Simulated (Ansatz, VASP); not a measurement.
**Pt in VASP and in Ansatz**

The input INCAR:

```
PREC = Accurate
ENCUT = 520
EDIFF = 1E-7
ISMEAR = -1
SIGMA = 0.1
LREAL = F
LASPH = T
NELM = 80
ALGO = Normal
ISIF = 2
LWAVE = F
LCHARG = F
GGA = RE
NBANDS = 28
```

File KPOINTS:

```
regular mesh
0
Gamma
  15 15 4
```

Contents of POSCAR:

```
Pt
1.0
    2.8749231671      0.0000000000      0.0000000000
   -1.4374615836      2.4897564967      0.0000000000
    0.0000000000      0.0000000000      9.6017828563
Pt
4
Direct
    1.0000000000      1.0000000000      0.0000000000
    1.0000000000      1.0000000000      0.5000000000
    0.3333333333      0.6666666667      0.2500000000
    0.6666666667      0.3333333333      0.7500000000
```

Input for Ansatz:

```yaml
crystal:
  lattice:
    - [2.8749231671, 0.0, 0.0]
    - [-1.4374615836, 2.4897564967, 0.0]
    - [0.0, 0.0, 9.6017828563]
  atoms:
    - { symbol: Pt, position: [1.0, 1.0, 0.0] }
    - { symbol: Pt, position: [1.0, 1.0, 0.5] }
    - { symbol: Pt, position: [0.3333333333, 0.6666666667, 0.25] }
    - { symbol: Pt, position: [0.6666666667, 0.3333333333, 0.75] }
hamiltonian:
  xc: revpbe
  pseudopotentials:
    kind: paw
    azcp:
      Pt: "pseudopotentials/Pt.paw.azcp"
basis:
  ecutwfc: 420
  fft_grid_basis: typed
kpoints:
  mp_grid: { grid: [15, 15, 4], shift: [0, 0, 0] }
magnetization:
  spin_polarized: false
scf:
  occupations: { method: fermi_dirac, width: 0.1 }
  lower_state_search: "off"
output:
  stress: true
```

Alike in both runs: task single point; functional revPBE; k mesh 15 × 15 × 4; occupations fermi-dirac, width 0.1 eV; no spin polarisation.

```csv
,VASP,Ansatz
version,VASP 6.6.1,Ansatz 0.2.0
potentials or method,"VASP PAW PBE potentials, release 64 (Pt), cutoff 520 eV","plane waves (420 eV) with PAW, scalar-relativistic"
valence electrons in the cell,40,72
```

|  | VASP | Ansatz | Ansatz less VASP |
| --- | --- | --- | --- |
| pressure (GPa) | -14.7 | -14.4 | +0.34 |
| traceless stress, the component that is largest in VASP (GPa) | 0.55 | 0.59 | +0.035 |

VASP's potentials were made for PBE, not for revPBE. With one functional, cell and mesh, what is left measures potentials, basis and numerics. VASP's potentials hold 40 valence electrons a cell and Ansatz's 72, so a difference there can come from the potentials and not from the codes.

Neither program's run includes spin-orbit coupling.
